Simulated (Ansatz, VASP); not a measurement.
# Mo: VASP beside Ansatz

```xyz
5
Lattice="4.3999 0.0000 0.0000 -2.2000 3.8104 0.0000 0.0000 0.0000 19.5925" Properties=species:S:1:pos:R:3 pbc="T T T"
Mo    3.2999    0.6351    8.2597
Mo   -1.1000    3.1754    8.9592
Mo    1.1000    1.9052    9.7962
Mo    3.2999    0.6351   10.6333
Mo   -1.1000    3.1754   11.3328
```

Alike in both runs: task single point; functional LDA; k mesh 11 × 11 × 1; occupations fermi-dirac, width 0.08 eV; no spin polarisation.

|  | VASP | Ansatz |
| --- | --- | --- |
| version | VASP 6.6.1 | Ansatz 0.2.0 |
| potentials or method | VASP PAW LDA potentials, release 64 (Mo_sv) | PAW with Ansatz's default frozen-core files, scalar-relativistic |
| plane-wave cutoff (eV) | 520 | 420 |
| valence electrons in the cell | 70 | 70 |

|  | VASP | Ansatz | Ansatz less VASP |
| --- | --- | --- | --- |
| rms of the force components (eV/Å) | 0.073 | 0.000 | -0.0732 |

LDA's correlation is that of Perdew and Zunger in VASP and of Perdew and Wang (1992) in Ansatz. Atom by atom the forces differ by 0.073 eV/Å (rms over components). Ansatz's warnings: xc potential rough in thin density.
